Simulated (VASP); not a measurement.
# C (Cmmm) in VASP: single point with LDA

Aim: the single point of C with LDA.

All numbers are computed with VASP 6.6.1; they aren't measurements. Logs are shortened: lines on timing, memory, paths and dates and some standing lists are left out, and cuts for length are marked.

### Step 1. The cell of the first run

Symmetry: Cmmm, No. 65, orthorhombic system. The conventional cell has a = 4.364 Å, b = 8.667 Å, c = 2.486 Å, α = 90.00°, β = 90.00°, γ = 90.00°. Within 2.0 Å of C (site symmetry m) lie 4 C at 1.52 to 1.62 Å. Within 2.0 Å of C (site symmetry m) lie 4 C at 1.52 to 1.61 Å.

### Step 2. Single point, LDA (strain +0.0375 x Voigt [1, 0, 0, 0, 0, 0])

INCAR

```
PREC = Accurate
ENCUT = 1300
EDIFF = 1E-6
ISMEAR = 0
SIGMA = 0.05
LREAL = F
LASPH = T
NELM = 120
ALGO = Normal
ISIF = 2
LWAVE = F
LCHARG = F
GGA = CA
NBANDS = 26
GGA_COMPAT = F
```

KPOINTS

```
regular mesh
0
Gamma
  6 6 10
```

POSCAR

```
C
1.0
    2.1821454906     -4.3337146136      0.0000000000
    2.1821454906      4.3337146136      0.0000000000
    0.0000000000      0.0000000000      2.4856616114
C
8
Direct
    0.6482879639      0.9815881366      0.0000000000
    0.3517120361      0.0184118634      0.0000000000
    0.0184118634      0.3517120361      0.0000000000
    0.9815881366      0.6482879639      0.0000000000
    0.4045540954      0.2260768148      0.5000000000
    0.5954459046      0.7739231852      0.5000000000
    0.7739231852      0.5954459046      0.5000000000
    0.2260768148      0.4045540954      0.5000000000
```

Potentials or basis: VASP PAW LDA potentials, release 64 (C_h).

Run with:

```console
> cat potpaw_LDA.64/C_h/POTCAR > POTCAR
> mpirun -np 1 vasp_std > vasp.out
```

OUTCAR:

```text
PREC = Accurate
   ENCUT = 1300
   EDIFF = 1E-6
   ISMEAR = 0
   LREAL = F
   LASPH = T
   NELM = 120
   ISIF = 2
   GGA = CA

 ion  position               nearest neighbor table
   1  0.648  0.982  0.000-   6 1.52   6 1.52
   2  0.352  0.018  0.000-   5 1.52   5 1.52
   3  0.018  0.352  0.000-   8 1.52   8 1.52
   4  0.982  0.648  0.000-   7 1.52   7 1.52
   5  0.405  0.226  0.500-   2 1.52   2 1.52
   6  0.595  0.774  0.500-   1 1.52   1 1.52
   7  0.774  0.595  0.500-   4 1.52   4 1.52
   8  0.226  0.405  0.500-   3 1.52   3 1.52

  LATTYP: Found a base centered orthorhombic cell.
 ALAT       =     4.3642909812
 B/A-ratio  =     1.9859879336
 C/A-ratio  =     0.5695453447

  Lattice vectors:

 A1 = (   2.1821454906,  -4.3337146136,   0.0000000000)
 A2 = (   2.1821454906,   4.3337146136,   0.0000000000)
 A3 = (   0.0000000000,   0.0000000000,   2.4856616114)

Analysis of symmetry for initial positions (statically):
=====================================================================
 Subroutine PRICEL returns:
 Original cell was already a primitive cell.

 Routine SETGRP: Setting up the symmetry group for a
 base centered orthorhombic supercell.

 Subroutine GETGRP returns: Found  8 space group operations
 (whereof  8 operations were pure point group operations)
 out of a pool of  8 trial point group operations.

The static configuration has the point symmetry D_2h.

Analysis of symmetry for dynamics (positions and initial velocities):
=====================================================================
 Subroutine PRICEL returns:
 Original cell was already a primitive cell.

 Routine SETGRP: Setting up the symmetry group for a
 base centered orthorhombic supercell.

 Subroutine GETGRP returns: Found  8 space group operations
 (whereof  8 operations were pure point group operations)
 out of a pool of  8 trial point group operations.

The dynamic configuration has the point symmetry D_2h.

 Subroutine INISYM returns: Found  8 space group operations
 (whereof  8 operations are pure point group operations),
 and found     1 'primitive' translations

----------------------------------------------------------------------------------------

                                     Primitive cell

  volume of cell :      47.0128

  direct lattice vectors                    reciprocal lattice vectors
     2.182145491 -4.333714614  0.000000000     0.229132293 -0.115374464  0.000000000
     2.182145491  4.333714614  0.000000000     0.229132293  0.115374464  0.000000000
     0.000000000  0.000000000  2.485661611     0.000000000  0.000000000  0.402307376

  length of vectors
     4.852096587  4.852096587  2.485661611     0.256540201  0.256540201  0.402307376

  position of ions in fractional coordinates (direct lattice)
     0.648287964  0.981588137  0.000000000
     0.351712036  0.018411863  0.000000000
     0.018411863  0.351712036  0.000000000
     0.981588137  0.648287964  0.000000000
     0.404554095  0.226076815  0.500000000
     0.595445905  0.773923185  0.500000000
     0.773923185  0.595445905  0.500000000
     0.226076815  0.404554095  0.500000000

  ion indices of the primitive-cell ions
   primitive index   ion index
                 1           1
                 2           2
                 3           3
                 4           4
                 5           5
                 6           6
                 7           7
                 8           8

----------------------------------------------------------------------------------------

 KPOINTS: regular mesh

Automatic generation of k-mesh.
 Grid dimensions read from file:
 generate k-points for:    6    6   10

 Generating k-lattice:

  Cartesian coordinates                     Fractional coordinates (reciprocal lattice)
     0.038188716 -0.019229077  0.000000000     0.166666667 -0.000000000  0.000000000
     0.038188716  0.019229077  0.000000000    -0.000000000  0.166666667  0.000000000
     0.000000000  0.000000000  0.040230738     0.000000000  0.000000000  0.100000000

  Length of vectors
     0.042756700  0.042756700  0.040230738

  Shift w.r.t. Gamma in fractional coordinates (k-lattice)
     0.000000000  0.000000000  0.000000000

 Subroutine IBZKPT returns following result:
 ===========================================

 Found     78 irreducible k-points:

 Following reciprocal coordinates:
            Coordinates               Weight
  0.000000  0.000000  0.000000      1.000000
  0.166667 -0.000000  0.000000      4.000000
  0.333333  0.000000  0.000000      4.000000
  0.500000  0.000000  0.000000      2.000000
  0.166667  0.166667  0.000000      2.000000
  0.333333  0.166667  0.000000      4.000000
[... 16 lines left out ...]
  0.333333  0.333333  0.100000      4.000000
  0.500000  0.333333  0.100000      8.000000
 [... further k-points ...]
   k-points           NKPTS =     78   k-points in BZ     NKDIM =     78   number of bands    NBANDS=     26
   number of dos      NEDOS =    301   number of ions     NIONS =      8
   total plane-waves  NPLWV = 108000
   dimension x,y,z NGX =    60 NGY =   60 NGZ =   30
   dimension x,y,z NGXF=   120 NGYF=  120 NGZF=   60
   ions per type =               8
   NGX,Y,Z   is equivalent  to a cutoff of  20.56, 20.56, 20.06 a.u.
   NGXF,Y,Z  is equivalent  to a cutoff of  41.12, 41.12, 40.13 a.u.
 SYSTEM =  unknown system
   PREC   = accura    normal or accurate (medium, high low for compatibility)
   ISTART =      0    job   : 0-new  1-cont  2-samecut
   ICHARG =      2    charge: 1-file 2-atom 10-const
   ISPIN  =      1    spin polarized calculation?
   LNONCOLLINEAR =      F non collinear calculations
   LSORBIT =      F    spin-orbit coupling
   LASPH  =      T    aspherical Exc in radial PAW
   ENCUT  = 1300.0 eV  95.55 Ry    9.77 a.u.  14.26 14.26  7.31*2*pi/ulx,y,z
   NELM   =    120;   NELMIN=  2; NELMDL= -5     # of ELM steps
   EDIFF  = 0.1E-05   stopping-criterion for ELM
   LREAL  =      F    real-space projection
   EDIFFG = 0.1E-04   stopping-criterion for IOM
   NSW    =      0    number of steps for IOM
   IBRION =     -1    ionic relax: 0-MD 1-quasi-New 2-CG
   NFREE  =      0    steps in history (QN), initial steepest desc. (CG)
   ISIF   =      2    stress and relaxation
   ISYM   =      2    0-nonsym 1-usesym 2-fastsym
   POTIM  = 0.5000    time-step for ionic-motion
   TEBEG  =    0.0;   TEEND  =   0.0 temperature during run
   PSTRESS=    0.0 pullay stress
   NELECT =      32.0000    total number of electrons
   NUPDOWN=      -1.0000    fix difference up-down
   EMIN   =  10.00;   EMAX   =-10.00  energy-range for DOS
   EFERMI =   0.00;   METHOD = LEGACY
   ISMEAR =     0;   SIGMA  =   0.05  broadening in eV -4-tet -1-fermi 0-gaus
   EFERMI_NEDOS =   21; number of points for ismear=-14 and -15
   IALGO  =     38    algorithm
   IMIX   =      4    mixing-type and parameters
     AMIX     =   0.40;   BMIX     =  1.00
     AMIX_MAG =   1.60;   BMIX_MAG =  1.00
  volume/ion in A,a.u.               =       5.88        39.66
  Fermi-wavevector in a.u.,A,eV,Ry     =   1.440078  2.721354 28.216115  2.073826
  Thomas-Fermi vector in A             =   2.558863
   LORBIT       =      0    0 simple, 1 ext, 2 COOP (PROOUT), +10 PAW based schemes
   GGA     = CA    functional components
   LHFCALC =     F    Hartree Fock is set to
   AEXX    =    0.0000 exact exchange contribution
   IVDW    =     0    specifies the selected vdW correction
   LEPSILON=     F    determine dielectric tensor
   LRPA    =     F    only Hartree local field effects (RPA)
 non-spin polarized calculation
 Gauss-broadening in eV      SIGMA  =   0.05
  energy-cutoff  :     1300.00
  volume of cell :       47.01
 maximum number of plane-waves:      5029
 NGX is ok and might be reduce to    60
   NGX = 29   NGY = 29   NGZ = 15

 number of electron      32.0000000 magnetization

 Free energy of the ion-electron system (eV)
  ---------------------------------------------------
  ext. energy  EPLUGINS =         0.00000000
  ---------------------------------------------------
  free energy    TOTEN  =       -79.73483499 eV

  energy without entropy =      -79.73483499  energy(sigma->0) =      -79.73483499

 E-fermi :  10.5738     XC(G=0): -13.4234

 val. band max:       10.3556786576   @ k =   0.5000   0.5000   0.0000
 cond. band min:      13.6193556283   @ k =   0.5000   0.5000   0.3000
 fundamental gap:      3.2636769707
 Fermi energy:        10.5737568091

 k-point     1 :       0.0000    0.0000    0.0000
  band No.  band energies     occupation
      1     -10.7562      2.00000
      2      -5.3874      2.00000
      3      -4.6828      2.00000
      4      -4.4659      2.00000
      5      -4.0973      2.00000
      6      -1.4415      2.00000
[... 18 lines left out ...]
     25      20.0453      0.00000
     26      20.9468      0.00000

 k-point     2 :       0.1667   -0.0000    0.0000
  band No.  band energies     occupation
      1     -10.5515      2.00000
      2      -5.9441      2.00000
      3      -5.6068      2.00000
      4      -4.7579      2.00000
      5      -3.2284      2.00000
      6      -0.4712      2.00000
[... 18 lines left out ...]
     25      20.4714      0.00000
     26      21.7215      0.00000

 k-point     3 :       0.3333    0.0000    0.0000
  band No.  band energies     occupation
      1      -9.9531      2.00000
      2      -7.4380      2.00000
      3      -6.0934      2.00000
      4      -5.1959      2.00000
      5      -1.7672      2.00000
      6       1.3154      2.00000
[... 18 lines left out ...]
     25      20.8218      0.00000
     26      20.9198      0.00000

 k-point     4 :       0.5000    0.0000    0.0000
  band No.  band energies     occupation
      1      -9.2508      2.00000
      2      -8.4919      2.00000
      3      -6.2364      2.00000
      4      -5.3843      2.00000
      5      -0.3621      2.00000
      6       0.6678      2.00000
[... 18 lines left out ...]
     25      19.7977      0.00000
     26      20.4906      0.00000

 k-point     5 :       0.1667    0.1667    0.0000
  band No.  band energies     occupation
      1     -10.1157      2.00000
      2      -6.7343      2.00000
      3      -6.5049      2.00000
      4      -4.7674      2.00000
      5      -2.9635      2.00000
      6       1.6931      2.00000
[... 18 lines left out ...]
     25      20.6637      0.00000
     26      21.7823      0.00000

 k-point     6 :       0.3333    0.1667    0.0000
  band No.  band energies     occupation
      1      -9.3501      2.00000
      2      -8.0955      2.00000
      3      -7.1125      2.00000
      4      -4.3575      2.00000
      5      -1.7557      2.00000
      6       1.9914      2.00000
[... 427 lines left out ...]
 k-point    21 :      -0.3333    0.1667    0.1000
  band No.  band energies     occupation
      1     -10.0282      2.00000
      2      -7.1253      2.00000
      3      -6.0852      2.00000
      4      -3.3529      2.00000
      5      -1.9606      2.00000
      6      -0.1180      2.00000
[... 18 lines left out ...]
     25      20.6661      0.00000
     26      21.1938      0.00000

 k-point    22 :      -0.1667    0.1667    0.1000
  band No.  band energies     occupation
      1     -10.3991      2.00000
      2      -6.4843      2.00000
      3      -5.0400      2.00000
      4      -3.2241      2.00000
      5      -3.1187      2.00000
      6      -1.2349      2.00000
[... 18 lines left out ...]
     25      20.9188      0.00000
     26      20.9575      0.00000

 k-point    23 :       0.3333    0.3333    0.1000
  band No.  band energies     occupation
      1      -8.6464      2.00000
      2      -8.4604      2.00000
      3      -7.4921      2.00000
      4      -2.8204      2.00000
      5      -1.1069      2.00000
      6       0.3533      2.00000
[... 18 lines left out ...]
     25      20.1345      0.00000
     26      21.5917      0.00000

 k-point    24 :       0.5000    0.3333    0.1000
  band No.  band energies     occupation
      1      -9.3626      2.00000
      2      -8.3762      2.00000
      3      -6.4179      2.00000
      4      -2.0531      2.00000
      5      -1.7664      2.00000
      6       0.5641      2.00000
[... 18 lines left out ...]
     25      20.3426      0.00000
     26      21.4508      0.00000

 [... further k-points ...]

------------------------ aborting loop because EDIFF is reached ----------------------------------------

  FORCE on cell =-STRESS in cart. coord.  units (eV):
  Direction    XX          YY          ZZ          XY          YZ          ZX
  --------------------------------------------------------------------------------------
  -------------------------------------------------------------------------------------
  Total      -11.4315106     -0.4730040     -0.1554245      0.0000000      0.0000000      0.0000000
  in kB     -389.5813830    -16.1197889     -5.2968071      0.0000000      0.0000000      0.0000000
  external PRESSURE =    -136.9993263 kB  Pullay stress =       0.0000000 kB

 VOLUME and BASIS-vectors are now :
 -----------------------------------------------------------------------------
  energy-cutoff  :     1300.00
  volume of cell :       47.01
      direct lattice vectors                 reciprocal lattice vectors
     2.182145491 -4.333714614  0.000000000     0.229132293 -0.115374464  0.000000000
     2.182145491  4.333714614  0.000000000     0.229132293  0.115374464  0.000000000
     0.000000000  0.000000000  2.485661611     0.000000000  0.000000000  0.402307376

 POSITION                                       TOTAL-FORCE (eV/Angst)
 -----------------------------------------------------------------------------------
      3.55663      1.44443      0.00000        -0.097968     -0.116796      0.000000
      0.80766     -1.44443      0.00000         0.097968      0.116796     -0.000000
      0.80766      1.44443      0.00000         0.097968     -0.116796      0.000000
      3.55663     -1.44443      0.00000        -0.097968      0.116796      0.000000
      1.37613     -0.77347      1.24283         0.300809     -0.069020      0.000000
      2.98816      0.77347      1.24283        -0.300809      0.069020      0.000000
      2.98816     -0.77347      1.24283        -0.300809     -0.069020      0.000000
      1.37613      0.77347      1.24283         0.300809      0.069020     -0.000000
 -----------------------------------------------------------------------------------
    total drift:                                0.000000      0.000000      0.000000

  FREE ENERGIE OF THE ION-ELECTRON SYSTEM (eV)
  ---------------------------------------------------
  free  energy   TOTEN  =       -79.7348349915 eV

  energy  without entropy=      -79.7348349915  energy(sigma->0) =      -79.73483499
```

It took 3.8 min on 1 thread of Intel Xeon Platinum 8375C at 2.90GHz (Ice Lake), shared host; peak memory 0.4 GiB.

Results:

| Property | Result |
| --- | --- |
| Free energy | -79.7348 eV |
| Pressure | -13.7 GPa |
| Largest force | 0.309 eV/Å |
| Band gap on the k mesh | 3.26 eV (least direct gap 4.75 eV) |

Forces on the atoms (eV/Å):
```
C   -0.098 -0.117  0.000
C    0.098  0.117  0.000
C    0.098 -0.117  0.000
C   -0.098  0.117  0.000
C    0.301 -0.069  0.000
C   -0.301  0.069  0.000
C   -0.301 -0.069  0.000
C    0.301  0.069  0.000
```

Stress tensor (GPa, compression positive):
```
-38.96   0.00   0.00
  0.00  -1.61   0.00
  0.00   0.00  -0.53
```

Levels at points of the mesh, in eV from the valence-band top:
| k point | band 13 | band 14 | band 15 | band 16 | band 17 | band 18 | band 19 | band 20 |
| --- | --- | --- | --- | --- | --- | --- | --- | --- |
| (0.00, 0.00, 0.00) | -2.02 | -1.72 | -1.53 | -0.93 | 4.27 | 5.25 | 5.34 | 5.60 |
| (0.50, 0.00, 0.00) | -3.33 | -2.51 | -2.43 | -2.01 | 4.72 | 6.40 | 6.43 | 7.00 |
| (0.50, 0.50, 0.00) | -3.08 | -0.14 | -0.05 | 0.00 | 5.20 | 5.44 | 5.83 | 6.20 |
| (0.00, 0.00, 0.50) | -5.57 | -5.52 | -3.31 | -2.93 | 7.09 | 7.79 | 8.06 | 8.19 |
| (0.50, 0.00, 0.50) | -4.83 | -4.65 | -4.32 | -2.92 | 4.79 | 5.33 | 6.78 | 6.83 |
| (0.50, 0.50, 0.50) | -5.20 | -5.19 | -4.74 | -4.72 | 4.36 | 4.74 | 5.55 | 5.68 |

Caveat: the cell differs from its parent crystal (strain +0.0375 x Voigt [1, 0, 0, 0, 0, 0]); the stress differs along the axes, from -39 to -1 GPa.
